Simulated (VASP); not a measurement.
# BaTiO3 (Pm-3m) in VASP: notebook

The runs below take BaTiO3 through vibrations by perturbation theory, with LDA.

All numbers are computed with VASP 6.6.1; they aren't measurements. Logs are shortened: lines on timing, memory, paths and dates and some standing lists are left out, and cuts for length are marked.

### 1 The cell of the first run

The structure is cubic, space group Pm-3m (No. 221). Conventional cell: a = 3.966 Å, b = 3.966 Å, c = 3.966 Å, α = 90.00°, β = 90.00°, γ = 90.00°. Ba (site symmetry m-3m) has 12 O at 2.80 Å and 8 Ti at 3.43 Å within 3.7 Å. Ti (site symmetry m-3m) has 6 O at 1.98 Å within 2.6 Å. O (site symmetry 4/mmm) has 2 Ti at 1.98 Å within 2.6 Å.

### 2 Vibrations by perturbation theory, LDA

INCAR reads:

```
SYSTEM = BaTiO3
ALGO = Normal
EDIFF = 1E-8
ENCUT = 520
IBRION = 8
ISIF = 2
ISMEAR = 0
LASPH = .TRUE.
LCHARG = .FALSE.
LREAL = .FALSE.
LWAVE = .FALSE.
NBANDS = 28
NELM = 60
NSW = 1
PREC = Accurate
SIGMA = 0.01
```

KPOINTS reads:

```
k-points
0
G
  6 6 6
  0 0 0
```

POSCAR reads:

```
BaTiO3
1.0
    3.9655325868      0.0000000000      0.0000000000
    0.0000000000      3.9655325868      0.0000000000
    0.0000000000      0.0000000000      3.9655325868
Ba Ti O
1 1 3
Direct
    0.5000000000      0.5000000000      0.5000000000
    0.0000000000      0.0000000000      0.0000000000
    0.5000000000      0.0000000000      0.0000000000
    0.0000000000      0.5000000000      0.0000000000
    0.0000000000      0.0000000000      0.5000000000
```

Potentials or basis: VASP PAW LDA potentials, release 64 (Ba_sv, Ti_sv, O).

Run with:

```console
> cat potpaw_LDA.64/Ba_sv/POTCAR potpaw_LDA.64/Ti_sv/POTCAR potpaw_LDA.64/O/POTCAR > POTCAR
> mpirun -np 1 vasp_std > vasp.out
```

OUTCAR:

```text
SYSTEM = BaTiO3
   EDIFF = 1E-8
   ENCUT = 520
   IBRION = 8
   ISIF = 2
   ISMEAR = 0
   LASPH = .TRUE.
   LREAL = .FALSE.
   NELM = 60
   NSW = 1
   PREC = Accurate

 ion  position               nearest neighbor table
   1  0.500  0.500  0.500-   3 2.80   4 2.80   5 2.80   3 2.80   4 2.80   3 2.80   5 2.80   3 2.80
                             4 2.80   5 2.80   4 2.80   5 2.80   2 3.43   2 3.43   2 3.43   2 3.43
   2  0.000  0.000  0.000-   3 1.98   4 1.98   5 1.98   5 1.98   4 1.98   3 1.98   1 3.43   1 3.43
                             1 3.43   1 3.43   1 3.43   1 3.43   1 3.43   1 3.43
   3  0.500  0.000  0.000-   2 1.98   2 1.98   1 2.80   1 2.80   1 2.80   1 2.80
   4  0.000  0.500  0.000-   2 1.98   2 1.98   1 2.80   1 2.80   1 2.80   1 2.80
   5  0.000  0.000  0.500-   2 1.98   2 1.98   1 2.80   1 2.80   1 2.80   1 2.80

  LATTYP: Found a simple cubic cell.
 ALAT       =     3.9655325868

  Lattice vectors:

 A1 = (   3.9655325868,   0.0000000000,   0.0000000000)
 A2 = (   0.0000000000,   3.9655325868,   0.0000000000)
 A3 = (   0.0000000000,   0.0000000000,   3.9655325868)

Analysis of symmetry for initial positions (statically):
=====================================================================
 Subroutine PRICEL returns:
 Original cell was already a primitive cell.

 Routine SETGRP: Setting up the symmetry group for a
 simple cubic supercell.

 Subroutine GETGRP returns: Found 48 space group operations
 (whereof 48 operations were pure point group operations)
 out of a pool of 48 trial point group operations.

The static configuration has the point symmetry O_h .

Analysis of symmetry for dynamics (positions and initial velocities):
=====================================================================
 Subroutine PRICEL returns:
 Original cell was already a primitive cell.

 Routine SETGRP: Setting up the symmetry group for a
 simple cubic supercell.

 Subroutine GETGRP returns: Found 48 space group operations
 (whereof 48 operations were pure point group operations)
 out of a pool of 48 trial point group operations.

The dynamic configuration has the point symmetry O_h .

 Subroutine INISYM returns: Found 48 space group operations
 (whereof 48 operations are pure point group operations),
 and found     1 'primitive' translations

----------------------------------------------------------------------------------------

                                     Primitive cell

  volume of cell :      62.3598

  direct lattice vectors                    reciprocal lattice vectors
     3.965532587  0.000000000  0.000000000     0.252172937  0.000000000  0.000000000
     0.000000000  3.965532587  0.000000000     0.000000000  0.252172937  0.000000000
     0.000000000  0.000000000  3.965532587     0.000000000  0.000000000  0.252172937

  length of vectors
[... 765 lines left out ...]
  --------------------------------------------------------------------------------------
  -------------------------------------------------------------------------------------
  Total       -0.7950616     -0.7950616     -0.7950616     -0.0000000     -0.0000000      0.0000000
  in kB      -20.4271045    -20.4271045    -20.4271045     -0.0000000     -0.0000000      0.0000000
  external PRESSURE =     -20.4271045 kB  Pullay stress =       0.0000000 kB

 VOLUME and BASIS-vectors are now :
 -----------------------------------------------------------------------------
  energy-cutoff  :      520.00
  volume of cell :       62.36
      direct lattice vectors                 reciprocal lattice vectors
     3.965532587  0.000000000  0.000000000     0.252172937  0.000000000  0.000000000
     0.000000000  3.965532587  0.000000000     0.000000000  0.252172937  0.000000000
     0.000000000  0.000000000  3.965532587     0.000000000  0.000000000  0.252172937

 POSITION                                       TOTAL-FORCE (eV/Angst)
 -----------------------------------------------------------------------------------
      1.98277      1.98277      1.98277         0.000000      0.000000      0.000000
      0.00000      0.00000      0.00000         0.000000      0.000000      0.000000
      1.98277      0.00000      0.00000         0.000000      0.000000      0.000000
      0.00000      1.98277      0.00000         0.000000      0.000000      0.000000
      0.00000      0.00000      1.98277         0.000000      0.000000      0.000000
 -----------------------------------------------------------------------------------
    total drift:                                0.000000     -0.000000      0.000000

  FREE ENERGIE OF THE ION-ELECTRON SYSTEM (eV)
  ---------------------------------------------------
  free  energy   TOTEN  =       -44.1523886207 eV

  energy  without entropy=      -44.1523886207  energy(sigma->0) =      -44.15238862

[... ionic steps 2 to 9 ...]

--------------------------------------- Ionic step       10  -------------------------------------------

------------------------ aborting loop because EDIFF is reached ----------------------------------------

--------------------------------------- Ionic step       11  -------------------------------------------

 Free energy of the ion-electron system (eV)
  ---------------------------------------------------
  ---------------------------------------------------
  free energy    TOTEN  =        -0.36313897 eV

  energy without entropy =       -0.36313897

------------------------ aborting loop because EDIFF is reached ----------------------------------------

 INTERNAL STRAIN TENSOR  FOR ION    3  DIRECTION 2   (eV/Angst):
 -----------------------------------------------------------------------------
    -0.02036  0.00000  0.00000
     0.00000  0.02796  0.00000
     0.00000  0.00000 -0.00903

 INTERNAL STRAIN TENSOR FOR ION    5 for displacements in x,y,z  (eV/Angst):
          X           Y           Z          XY          YZ          ZX
  --------------------------------------------------------------------------------
  x     0.00000     0.00000     0.00000     0.00000     0.00000     0.00000
  y     0.00000     0.00000     0.00000     0.00000     0.00000     0.00000
  z     0.00000     0.00000     0.00000     0.00000     0.00000     0.00000

 SECOND DERIVATIVES (NOT SYMMETRIZED)
 ------------------------------------
               1X          1Y          1Z          2X          2Y          2Z          3X          3Y          3Z          4X          4Y          4Z          5X          5Y          5Z
  1X    -6.841806    0.000000    0.000000    3.672814    0.000000   -0.000000    1.277876    0.000000    0.000000    0.945558    0.000000   -0.000000    0.945558    0.000000   -0.000000
  1Y     0.000000   -6.841806    0.000000   -0.000000    3.672814    0.000000   -0.000000    0.945558    0.000000    0.000000    1.277876    0.000000    0.000000    0.945558    0.000000
  1Z    -0.000000   -0.000000   -6.841806    0.000000    0.000000    3.672814    0.000000    0.000000    0.945558   -0.000000   -0.000000    0.945558   -0.000000    0.000000    1.277876
  2X     3.655867    0.000000    0.000000   -0.088759   -0.000000   -0.000000   -4.578043   -0.000000    0.000000    0.505468    0.000000    0.000000    0.505468    0.000000   -0.000000
  2Y     0.000000    3.655867    0.000000   -0.000000   -0.088759   -0.000000    0.000000    0.505468    0.000000    0.000000   -4.578043    0.000000    0.000000    0.505468   -0.000000
  2Z     0.000000    0.000000    3.655867    0.000000    0.000000   -0.088759    0.000000    0.000000    0.505468    0.000000    0.000000    0.505468    0.000000    0.000000   -4.578043
  3X     1.271108    0.000000    0.000000   -4.591014    0.000000   -0.000000   -5.976432    0.000000    0.000000    4.648169   -0.000000    0.000000    4.648169   -0.000000    0.000000
  3Y     0.000000    0.944020    0.000000    0.000000    0.494955    0.000000    0.000000   -5.468799    0.000000    0.000000    4.646603    0.000000    0.000000   -0.616779    0.000000
  3Z     0.000000    0.000000    0.944020    0.000000    0.000000    0.494955    0.000000    0.000000   -5.468799    0.000000    0.000000   -0.616779    0.000000    0.000000    4.646603
  4X     0.944020    0.000000    0.000000    0.494955    0.000000    0.000000    4.646603    0.000000    0.000000   -5.468799    0.000000    0.000000   -0.616779    0.000000    0.000000
  4Y     0.000000    1.271108    0.000000    0.000000   -4.591014   -0.000000   -0.000000    4.648169    0.000000    0.000000   -5.976432   -0.000000   -0.000000    4.648169   -0.000000
  4Z     0.000000    0.000000    0.944020    0.000000    0.000000    0.494955    0.000000    0.000000   -0.616779    0.000000    0.000000   -5.468799    0.000000    0.000000    4.646603
  5X     0.944020    0.000000    0.000000    0.494955    0.000000    0.000000    4.646603    0.000000    0.000000   -0.616779    0.000000    0.000000   -5.468799    0.000000    0.000000
  5Y     0.000000    0.944020    0.000000    0.000000    0.494955    0.000000    0.000000   -0.616779    0.000000    0.000000    4.646603    0.000000    0.000000   -5.468799    0.000000
  5Z     0.000000    0.000000    1.271108   -0.000000   -0.000000   -4.591014   -0.000000    0.000000    4.648169    0.000000   -0.000000    4.648169    0.000000    0.000000   -5.976432

 Eigenvectors and eigenvalues of the dynamical matrix
 ----------------------------------------------------

   1 f  =   14.075111 THz    88.436534 2PiTHz  469.495182 cm-1    58.209958 meV
             X         Y         Z           dx          dy          dz
      1.982766  1.982766  1.982766    -0.000024   -0.009565    0.000000
      0.000000  0.000000  0.000000     0.000415    0.167287    0.000000
      1.982766  0.000000  0.000000     0.001758   -0.484820   -0.000000
      0.000000  1.982766  0.000000    -0.001203    0.708390   -0.000000
      0.000000  0.000000  1.982766    -0.001203   -0.484820    0.000000
[... 105 lines left out ...]
  15 f/i=    5.546786 THz    34.851482 2PiTHz  185.020851 cm-1    22.939652 meV
             X         Y         Z           dx          dy          dz
      1.982766  1.982766  1.982766     0.000353    0.000306    0.011649
      0.000000  0.000000  0.000000     0.020496    0.017804    0.677119
      1.982766  0.000000  0.000000    -0.017773   -0.008210   -0.312258
      0.000000  1.982766  0.000000    -0.009452   -0.015439   -0.312258
      0.000000  0.000000  1.982766    -0.009452   -0.008210   -0.587162

--------------------------------------------------------------------------------------------------------

 ELASTIC MODULI CONTR FROM IONIC RELAXATION (kBar)
 Direction    XX          YY          ZZ          XY          YZ          ZX
 --------------------------------------------------------------------------------
 XX           0.0000      0.0000      0.0000      0.0000      0.0000      0.0000
 YY           0.0000      0.0000      0.0000      0.0000      0.0000      0.0000
 ZZ           0.0000      0.0000      0.0000      0.0000      0.0000      0.0000
 XY           0.0000      0.0000      0.0000      0.0000      0.0000      0.0000
 YZ           0.0000      0.0000      0.0000      0.0000      0.0000      0.0000
 ZX           0.0000      0.0000      0.0000      0.0000      0.0000      0.0000
 --------------------------------------------------------------------------------
```

Wall time 19 min (1 thread of Intel Xeon Platinum 8375C at 2.90GHz (Ice Lake), shared host); peak memory 0.41 GiB.

Results:

```yaml
Highest_phonon_frequency_at_Γ_LO-TO_splitting_left_out: 469 cm⁻¹
Most_unstable_mode: 185i cm⁻¹
```

Phonon frequencies in cm⁻¹ (negative: imaginary):
| q point | frequencies |
| --- | --- |
| (0.000, 0.000, 0.000) | -185 -185 -185 0 0 0 181 181 181 287 287 287 469 469 469 |

Caveat: the cell stands under pressure or tension, which shifts response properties; some modes are imaginary; spin-orbit coupling is left out, which moves the levels of the heavy elements.

(Continued in part 2 of 2.)
